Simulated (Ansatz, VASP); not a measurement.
**Two plane-wave programs on MgRe3**

```
Mg Re
1.0
     0.00000    3.11286    3.11286
     3.11286    0.00000    3.11286
     3.11286    3.11286    0.00000
Mg Re
1 3
Direct
  0.96788 0.03212 0.96788
  0.25000 0.25000 0.25000
  0.50000 0.50000 0.50000
  0.75000 0.75000 0.75000
```

Change from the starting cell: all Mg atoms moved -0.200 Å, as atom 1 along Cartesian [0 1 0].

Alike in both runs: task single point; functional PBE; k mesh 14 × 14 × 14; occupations gaussian, width 0.15 eV; no spin polarisation.

|  | VASP | Ansatz |
| --- | --- | --- |
| version | VASP 6.6.1 | Ansatz 0.2.0 |
| potentials or method | VASP PAW PBE potentials, release 64 (Mg, Re), cutoff 520 eV | scalar-relativistic, plane waves, PAW |
| valence electrons in the cell | 23 | 55 |

VASP gave:

- gap on the k mesh at the Fermi level (eV): none
- pressure (GPa): 0.7
- traceless stress, the component that is largest in VASP (GPa): -0.46
- rms of the force components (eV/Å): 0.728

Which values does Ansatz return?

gap on the k mesh at the Fermi level (eV): none; pressure (GPa): 1.3; traceless stress, the component that is largest in VASP (GPa): -0.46; rms of the force components (eV/Å): 0.728.

Atom by atom the forces differ by 0.002 eV/Å (rms over components). A gap of «none» marks a metal or a gap that the smearing closes. VASP's potentials hold 23 valence electrons a cell and Ansatz's 55, so a difference there can come from the potentials and not from the codes.

Spin-orbit coupling is off throughout.
